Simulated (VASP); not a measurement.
Input of a VASP 6.6.1 run:

INCAR

```
PREC = Accurate ; ENCUT = 500
EDIFF = 1E-6 ; ISMEAR = 0
SIGMA = 0.2 ; LREAL = F
LASPH = T ; NELM = 200
ALGO = Normal ; ISIF = 2
LWAVE = F ; LCHARG = T
GGA = PE ; LELF = T
LVHAR = T ; NBANDS = 32
GGA_COMPAT = F ; LMAXMIX = 6
```

Contents of KPOINTS:

```
Automatic mesh
0
Gamma
  5 5 2
```

POSCAR

```
Ho4Ti
1.0
    5.2281608380     -0.0000000038      0.0000000000
   -2.6140804157      4.5277201027      0.0000000000
    0.0000000000      0.0000000000      8.5523597048
Ho Ti
4 1
Direct
    0.3333333333      0.6666666667      0.5000000000
    0.6666666667      0.3333333333      0.5000000000
    0.0000000000      0.0000000000      0.1961172271
    0.0000000000      0.0000000000      0.8038827729
    0.0000000000      0.0000000000      0.5000000000
```

Potentials or basis: VASP PAW PBE potentials, release 64 (Ho_3, Ti_sv), 4f in core.

The run is started by

```bash
$ cat potpaw_PBE.64/Ho_3/POTCAR potpaw_PBE.64/Ti_sv/POTCAR > POTCAR
$ mpirun -np 1 vasp_std > vasp.out
```

Predict the band gap on the k mesh.

zero (bands 24 and 25 overlap by 0.26 eV).

What does it give for the largest force?

0.015 eV/Å.

Predict the pressure.

0.6 GPa.

Forces in eV/Å, atoms in the order of the input:
```
Ho   0.000  0.000  0.000
Ho   0.000  0.000  0.000
Ho   0.000  0.000 -0.015
Ho   0.000  0.000  0.015
Ti   0.000  0.000  0.000
```

Caveat: the k points lie up to 0.37 Å⁻¹ apart; spin-orbit coupling is left out, which moves the levels of the heavy elements; the 4f electrons are frozen in the core, so they carry no moment and show no levels. Spin polarisation is off, so any magnetic state and its effect on volume and gap are missing.
